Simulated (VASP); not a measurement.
# Sc (P6_3/mmc) in VASP: further runs, part 2 of 2

VASP 6.6.1.

### 3 Single point, PBEsol (strain +0.015 along x and y, -0.030 along z)

The input, INCAR:

```
SYSTEM = Sc
  ALGO = Fast
  EDIFF = 1E-6
  ENCUT = 520
  GGA = PS
  ISIF = 2
  ISMEAR = 0
  LASPH = .True.
  LCHARG = .False.
  LREAL = .False.
  LWAVE = .False.
  NBANDS = 18
  NELM = 80
  PREC = Accurate
  SIGMA = 0.15
```

The input, KPOINTS:

```
k-points
0
Gamma
  18 18 10
  0 0 0
```

The input, POSCAR:

```
Sc
1.0
    3.3584298657      0.0000000000      0.0000000000
   -1.6792149328      2.9084855806      0.0000000000
    0.0000000000      0.0000000000      5.1099600000
Sc
2
Direct
    0.3333333333      0.6666666667      0.2500000000
    0.6666666667      0.3333333333      0.7500000000
```

Potentials or basis: VASP PAW PBE potentials, release 64 (Sc_sv).

Started as:

```console
cat potpaw_PBE.64/Sc_sv/POTCAR > POTCAR
mpirun -np 1 vasp_std > vasp.out
```

OUTCAR:

```text
SYSTEM = Sc
   EDIFF = 1E-6
   ENCUT = 520
   GGA = PS
   ISIF = 2
   ISMEAR = 0
   LASPH = .True.
   LREAL = .False.
   NELM = 80
   PREC = Accurate

 ion  position               nearest neighbor table
   1  0.333  0.667  0.250-   2 3.21   2 3.21   2 3.21   2 3.21   2 3.21   2 3.21
   2  0.667  0.333  0.750-   1 3.21   1 3.21   1 3.21   1 3.21   1 3.21   1 3.21

  LATTYP: Found a hexagonal cell.
 ALAT       =     3.3584298657
 C/A-ratio  =     1.5215324435

  Lattice vectors:

 A1 = (   3.3584298657,   0.0000000000,   0.0000000000)
 A2 = (  -1.6792149328,   2.9084855806,   0.0000000000)
 A3 = (   0.0000000000,   0.0000000000,   5.1099600000)

Analysis of symmetry for initial positions (statically):
=====================================================================
 Subroutine PRICEL returns:
 Original cell was already a primitive cell.

 Routine SETGRP: Setting up the symmetry group for a
 hexagonal supercell.

 Subroutine GETGRP returns: Found 24 space group operations
 (whereof 12 operations were pure point group operations)
 out of a pool of 24 trial point group operations.

The static configuration has the point symmetry D_3d.
 The point group associated with its full space group is D_6h.

Analysis of symmetry for dynamics (positions and initial velocities):
=====================================================================
 Subroutine PRICEL returns:
 Original cell was already a primitive cell.

 Routine SETGRP: Setting up the symmetry group for a
 hexagonal supercell.

 Subroutine GETGRP returns: Found 24 space group operations
 (whereof 12 operations were pure point group operations)
 out of a pool of 24 trial point group operations.

The dynamic configuration has the point symmetry D_3d.
 The point group associated with its full space group is D_6h.

 Subroutine INISYM returns: Found 24 space group operations
 (whereof 12 operations are pure point group operations),
 and found     1 'primitive' translations

[... 115 lines left out ...]
  volume/ion in A,a.u.               =      24.96       168.42
  Fermi-wavevector in a.u.,A,eV,Ry     =   1.245878  2.354368 21.119124  1.552212
  Thomas-Fermi vector in A             =   2.380080
   LORBIT       =      0    0 simple, 1 ext, 2 COOP (PROOUT), +10 PAW based schemes
   GGA     = PS    functional components
   LHFCALC =     F    Hartree Fock is set to
   AEXX    =    0.0000 exact exchange contribution
   IVDW    =     0    specifies the selected vdW correction
   LEPSILON=     F    determine dielectric tensor
   LRPA    =     F    only Hartree local field effects (RPA)
 non-spin polarized calculation
 RMM-DIIS sequential band-by-band and
 Gauss-broadening in eV      SIGMA  =   0.15
  energy-cutoff  :      520.00
  volume of cell :       49.91
 maximum number of plane-waves:      1363
 NGX is ok and might be reduce to    28
   NGX = 13   NGY = 13   NGZ = 19

 number of electron      22.0000002 magnetization

 Free energy of the ion-electron system (eV)
  ---------------------------------------------------
  ext. energy  EPLUGINS =         0.00000000
  ---------------------------------------------------
  free energy    TOTEN  =       -13.20744663 eV

  energy without entropy =      -13.16194953  energy(sigma->0) =      -13.18469808

 E-fermi :   3.4931     XC(G=0):  -9.9374

 val. band max:        3.4853659885   @ k =   0.3889   0.2222   0.4000
 cond. band min:       3.4943227244   @ k =   0.2222   0.0556   0.3000
 fundamental gap:      0.0089567359
 Fermi energy:         3.4930630460

 k-point     1 :       0.0000    0.0000    0.0000
  band No.  band energies     occupation
      1     -45.7382      2.00000
      2     -45.6631      2.00000
      3     -24.6604      2.00000
      4     -24.3282      2.00000
      5     -24.3282      2.00000
      6     -24.2548      2.00000
[... 481 lines left out ...]
      5     -24.4728      2.00000
      6     -24.4152      2.00000
[... 10 lines left out ...]
     17       7.1556      0.00000
     18       7.6471      0.00000

 [... further k-points ...]

------------------------ aborting loop because EDIFF is reached ----------------------------------------

  FORCE on cell =-STRESS in cart. coord.  units (eV):
  Direction    XX          YY          ZZ          XY          YZ          ZX
  --------------------------------------------------------------------------------------
  -------------------------------------------------------------------------------------
  Total       -1.0534421     -1.0534421     -0.5507255     -0.0000000      0.0000000     -0.0000000
  in kB      -33.8143105    -33.8143105    -17.6776735     -0.0000000      0.0000000     -0.0000000
  external PRESSURE =     -28.4354315 kB  Pullay stress =       0.0000000 kB

 VOLUME and BASIS-vectors are now :
 -----------------------------------------------------------------------------
  energy-cutoff  :      520.00
  volume of cell :       49.91
      direct lattice vectors                 reciprocal lattice vectors
     3.358429866  0.000000000  0.000000000     0.297758191  0.171910771  0.000000000
    -1.679214933  2.908485581  0.000000000     0.000000000  0.343821543  0.000000000
     0.000000000  0.000000000  5.109960000     0.000000000  0.000000000  0.195696248

 POSITION                                       TOTAL-FORCE (eV/Angst)
 -----------------------------------------------------------------------------------
     -0.00000      1.93899      1.27749         0.000000     -0.000000      0.000000
      1.67921      0.96950      3.83247        -0.000000      0.000000      0.000000
 -----------------------------------------------------------------------------------
    total drift:                                0.000000     -0.000000      0.000000

  FREE ENERGIE OF THE ION-ELECTRON SYSTEM (eV)
  ---------------------------------------------------
  free  energy   TOTEN  =       -13.2074466275 eV

  energy  without entropy=      -13.1619495343  energy(sigma->0) =      -13.18469808
```

stdout:

```text
POSCAR found type information on POSCAR Sc
 POSCAR found :  1 types and       2 ions
 scaLAPACK will be used
 -----------------------------------------------------------------------------
|                                                                             |
|                                                                             |
|     You enforced a specific xc type in the INCAR file but a different       |
|     I HOPE YOU KNOW WHAT YOU ARE DOING!                                     |
|                                                                             |
 -----------------------------------------------------------------------------

 LDA part: xc-table for (Slater+PW92), standard interpolation
 POSCAR, INCAR and KPOINTS ok, starting setup
 FFT: planning ... GRIDC
 FFT: planning ... GRID_SOFT
 FFT: planning ... GRID
 WAVECAR not read
 entering main loop
```

Wall time 2.3 min (1 thread of Intel Xeon 6975P-C (Granite Rapids), shared host); peak memory 0.29 GiB.

Results:

| Property | Result |
| --- | --- |
| Free energy | -13.2074 eV |
| Pressure | -2.8 GPa |
| Band gap on the k mesh | zero (band 11 reaches 4.55 eV, above the bottom of band 12 at 2.98 eV) |

Levels at points of the mesh, in eV from the Fermi level:
```
           k point  band 7  band 8  band 9  band 10  band 11  band 12  band 13  band 14  band 15  band 16
(0.00, 0.00, 0.00)  -27.75  -27.71   -5.10    -1.58     0.78     1.55     1.55     1.96     2.03     2.03
(0.50, 0.00, 0.00)  -27.83  -27.78   -1.65    -1.05    -0.62    -0.40     1.24     1.35     1.94     3.63
(0.00, 0.00, 0.50)  -27.78  -27.78   -3.52    -3.52     1.06     1.06     1.44     1.44     1.44     1.44
(0.50, 0.00, 0.50)  -27.81  -27.81   -1.45    -1.45     0.09     0.09     1.27     1.27     2.29     2.29
```

Caveat: the cell differs from its parent crystal (strain +0.015 along x and y, -0.030 along z); the PAW data sets were made with another functional, which shifts forces and pressure a little.

### 4 Single point, PBEsol (strain +0.000 along x and y, +0.015 along z)

The input, INCAR:

```
PREC = Accurate
ENCUT = 520
EDIFF = 1E-6
ISMEAR = 0
SIGMA = 0.15
LREAL = False
LASPH = True
NELM = 60
ALGO = Fast
ISIF = 2
LWAVE = False
LCHARG = True
GGA = PS
LELF = True
LVHAR = True
NBANDS = 18
```

The input, KPOINTS:

```
regular mesh
0
Gamma
  18 18 10
```

The input, POSCAR:

```
Sc
1.0
    3.3087978973      0.0000000000      0.0000000000
   -1.6543989486      2.8655030350      0.0000000000
    0.0000000000      0.0000000000      5.3470200000
Sc
2
Direct
    0.3333333333      0.6666666667      0.2500000000
    0.6666666667      0.3333333333      0.7500000000
```

Potentials or basis: VASP PAW PBE potentials, release 64 (Sc_sv).

Started as:

```console
cat potpaw_PBE.64/Sc_sv/POTCAR > POTCAR
mpirun -np 1 vasp_std > vasp.out
```

OUTCAR:

```text
PREC = Accurate
   ENCUT = 520
   EDIFF = 1E-6
   ISMEAR = 0
   LREAL = False
   LASPH = True
   NELM = 60
   ISIF = 2
   GGA = PS

 ion  position               nearest neighbor table
   1  0.333  0.667  0.250-   2 3.29   2 3.29   2 3.29   2 3.29   2 3.29   2 3.29
   2  0.667  0.333  0.750-   1 3.29   1 3.29   1 3.29   1 3.29   1 3.29   1 3.29

  LATTYP: Found a hexagonal cell.
 ALAT       =     3.3087978973
 C/A-ratio  =     1.6160007852

  Lattice vectors:

 A1 = (   3.3087978973,   0.0000000000,   0.0000000000)
 A2 = (  -1.6543989486,   2.8655030350,   0.0000000000)
 A3 = (   0.0000000000,   0.0000000000,   5.3470200000)

Analysis of symmetry for initial positions (statically):
=====================================================================
 Subroutine PRICEL returns:
 Original cell was already a primitive cell.

 Routine SETGRP: Setting up the symmetry group for a
 hexagonal supercell.

 Subroutine GETGRP returns: Found 24 space group operations
 (whereof 12 operations were pure point group operations)
 out of a pool of 24 trial point group operations.

The static configuration has the point symmetry D_3d.
 The point group associated with its full space group is D_6h.

Analysis of symmetry for dynamics (positions and initial velocities):
=====================================================================
 Subroutine PRICEL returns:
 Original cell was already a primitive cell.

 Routine SETGRP: Setting up the symmetry group for a
 hexagonal supercell.

 Subroutine GETGRP returns: Found 24 space group operations
 (whereof 12 operations were pure point group operations)
 out of a pool of 24 trial point group operations.

The dynamic configuration has the point symmetry D_3d.
 The point group associated with its full space group is D_6h.

 Subroutine INISYM returns: Found 24 space group operations
 (whereof 12 operations are pure point group operations),
 and found     1 'primitive' translations

[... 111 lines left out ...]
   IALGO  =     68    algorithm
   IMIX   =      4    mixing-type and parameters
     AMIX     =   0.40;   BMIX     =  1.00
     AMIX_MAG =   1.60;   BMIX_MAG =  1.00
  volume/ion in A,a.u.               =      25.35       171.06
  Fermi-wavevector in a.u.,A,eV,Ry     =   1.239428  2.342180 20.901033  1.536183
  Thomas-Fermi vector in A             =   2.373912
   LORBIT       =      0    0 simple, 1 ext, 2 COOP (PROOUT), +10 PAW based schemes
   GGA     = PS    functional components
   LHFCALC =     F    Hartree Fock is set to
   AEXX    =    0.0000 exact exchange contribution
   IVDW    =     0    specifies the selected vdW correction
   LEPSILON=     F    determine dielectric tensor
   LRPA    =     F    only Hartree local field effects (RPA)
 non-spin polarized calculation
 RMM-DIIS sequential band-by-band and
 Gauss-broadening in eV      SIGMA  =   0.15
  energy-cutoff  :      520.00
  volume of cell :       50.70
 maximum number of plane-waves:      1387
 NGX is ok and might be reduce to    28
   NGX = 13   NGY = 13   NGZ = 19

 number of electron      22.0000004 magnetization

 Free energy of the ion-electron system (eV)
  ---------------------------------------------------
  ext. energy  EPLUGINS =         0.00000000
  ---------------------------------------------------
  free energy    TOTEN  =       -13.18625757 eV

  energy without entropy =      -13.13556664  energy(sigma->0) =      -13.16091211

 E-fermi :   3.4198     XC(G=0):  -9.8767

 val. band max:        3.4196434869   @ k =   0.2222   0.2222   0.3000
 cond. band min:       3.4199740116   @ k =   0.4444   0.1111   0.4000
 fundamental gap:      0.0003305248
 Fermi energy:         3.4198050526

 k-point     1 :       0.0000    0.0000    0.0000
  band No.  band energies     occupation
      1     -45.8657      2.00000
      2     -45.8100      2.00000
      3     -24.7460      2.00000
      4     -24.4342      2.00000
      5     -24.4342      2.00000
      6     -24.3833      2.00000
[... 481 lines left out ...]
      5     -24.5830      2.00000
      6     -24.5283      2.00000
[... 10 lines left out ...]
     17       7.1002      0.00000
     18       7.2140      0.00000

 [... further k-points ...]

------------------------ aborting loop because EDIFF is reached ----------------------------------------

  FORCE on cell =-STRESS in cart. coord.  units (eV):
  Direction    XX          YY          ZZ          XY          YZ          ZX
  --------------------------------------------------------------------------------------
  -------------------------------------------------------------------------------------
  Total       -0.8108310     -0.8108310     -1.6018068     -0.0000000      0.0000000      0.0000000
  in kB      -25.6246529    -25.6246529    -50.6218234     -0.0000000      0.0000000      0.0000000
  external PRESSURE =     -33.9570430 kB  Pullay stress =       0.0000000 kB

 VOLUME and BASIS-vectors are now :
 -----------------------------------------------------------------------------
  energy-cutoff  :      520.00
  volume of cell :       50.70
      direct lattice vectors                 reciprocal lattice vectors
     3.308797897  0.000000000  0.000000000     0.302224563  0.174489433  0.000000000
    -1.654398949  2.865503035  0.000000000     0.000000000  0.348978866  0.000000000
     0.000000000  0.000000000  5.347020000     0.000000000  0.000000000  0.187020060

 POSITION                                       TOTAL-FORCE (eV/Angst)
 -----------------------------------------------------------------------------------
     -0.00000      1.91034      1.33675         0.000000     -0.000000      0.000000
      1.65440      0.95517      4.01026        -0.000000      0.000000      0.000000
 -----------------------------------------------------------------------------------
    total drift:                                0.000000     -0.000000      0.000000

  FREE ENERGIE OF THE ION-ELECTRON SYSTEM (eV)
  ---------------------------------------------------
  free  energy   TOTEN  =       -13.1862575749 eV

  energy  without entropy=      -13.1355666382  energy(sigma->0) =      -13.16091211
```

Run time: 1.8 min. Hardware: 1 thread of Intel Xeon 6975P-C (Granite Rapids), shared host; peak memory 0.29 GiB.

Results:

```
Free energy            : -13.1863 eV
Pressure               : -3.4 GPa
Band gap on the k mesh : zero (band 11 reaches 4.24 eV, above the bottom of band 12 at 2.98 eV)
```

Stress tensor (GPa, compression positive):
```
-2.56  0.00  0.00
 0.00 -2.56  0.00
 0.00  0.00 -5.06
```

Caveat: the cell differs from its parent crystal (strain +0.000 along x and y, +0.015 along z); the PAW data sets were made with another functional, which shifts forces and pressure a little.

### 5 Overview

```csv
cell,gap on the mesh (eV),pressure (GPa)
"a = 3.259, b = 3.259, c = 5.426 Å, angles 90.0, 90.0, 120.0°, 2 atoms",none,-2.5
"a = 3.358, b = 3.358, c = 5.110 Å, angles 90.0, 90.0, 120.0°, 2 atoms",none,-2.8
"a = 3.309, b = 3.309, c = 5.347 Å, angles 90.0, 90.0, 120.0°, 2 atoms",none,-3.4
```

Alike in all rows: task single point; level PBEsol; potentials or basis VASP PAW PBE potentials, release 64 (Sc_sv); no spin polarisation; k mesh 18 × 18 × 10; cutoff (eV) 520; smearing gaussian 0.15 eV.

Caveats: the PAW data sets were made with another functional, which shifts forces and pressure a little.

Absolute energies hang on the potentials; compare differences alone.
